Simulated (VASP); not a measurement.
SrO:

```
Sr O
1.0
     0.00000    2.56500    2.56500
     2.56500    0.00000    2.56500
     2.56500    2.56500    0.00000
Sr O
1 1
Direct
  0.00000 0.00000 0.00000
  0.50000 0.50000 0.50000
```

| Property | Result |
| --- | --- |
| Program | VASP 6.6.1 |
| Task | relaxation of cell and atoms |
| Functional | PBE |
| Potentials or basis | VASP PAW PBE potentials, release 64 (Sr_sv, O) |
| Cutoff | 600 eV |
| k mesh | 8 × 8 × 8 |
| Occupations | gaussian, width 0.02 eV |
| Spin | no spin polarisation |

At the start: pressure 4.0 GPa; volume 16.88 Å³/atom.

Task: Where does the relaxation end?

Result: Over 3 steps the energy falls by 8.9 meV/atom and the volume is 17.62 Å³/atom (+4.4 %); space group Fm-3m (No. 225, to 0.1 Å) before and after.

Step by step:
```csv
step,energy change (eV),largest force (eV/Å),pressure (GPa),volume (Å³)
1,0.0000,0.0000,3.98,33.75
2,-0.0150,0.0000,-1.38,35.84
3,-0.0177,0.0000,0.01,35.23
```

Final structure:
```yaml
crystal:
  lattice:
    - [0.00000, 2.60198, 2.60198]
    - [2.60198, 0.00000, 2.60198]
    - [2.60198, 2.60198, 0.00000]
  atoms:
    - { symbol: Sr, position: [0.00000, 0.00000, 0.00000] }
    - { symbol: O, position: [0.50000, 0.50000, 0.50000] }
```
